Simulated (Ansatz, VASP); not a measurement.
# Nb in VASP and in Ansatz

```
Nb
1.0
     0.00000    2.82968    2.82968
     2.82968    0.00000    2.82968
     2.82968    2.82968    0.00000
Nb
2
Direct
  0.74000 0.92000 0.92000
  0.26000 0.08000 0.08000
```

Change from the starting cell: shortest bond scaled by 0.64, LAPW.

Alike in both runs: task single point; functional PBEsol; k mesh 9 × 9 × 9; occupations fermi-dirac, width 0.05 eV; no spin polarisation.

```csv
,VASP,Ansatz
version,VASP 6.6.1,Ansatz 0.2.0
potentials or method,"VASP PAW PBE potentials, release 64 (Nb_sv), cutoff 520 eV","all-electron LAPW, scalar-relativistic"
```

VASP gave:

- pressure (GPa): 116.2
- traceless stress, the component that is largest in VASP (GPa): -115.18
- rms of the force components (eV/Å): 34.831

**Question.** Which values does Ansatz return?

**Answer.** Pressure (GPa): 119.0; traceless stress, the component that is largest in VASP (GPa): -117.99; rms of the force components (eV/Å): 35.623.

VASP's potentials were made for PBE, not for PBEsol. Atom by atom the forces differ by 0.792 eV/Å (rms over components). Both programs put the cell under a high pressure, so it lies far from rest at this level. Ansatz ran all-electron here, and VASP with PAW potentials.

Noted on VASP's run: the cell as given lies far from equilibrium.
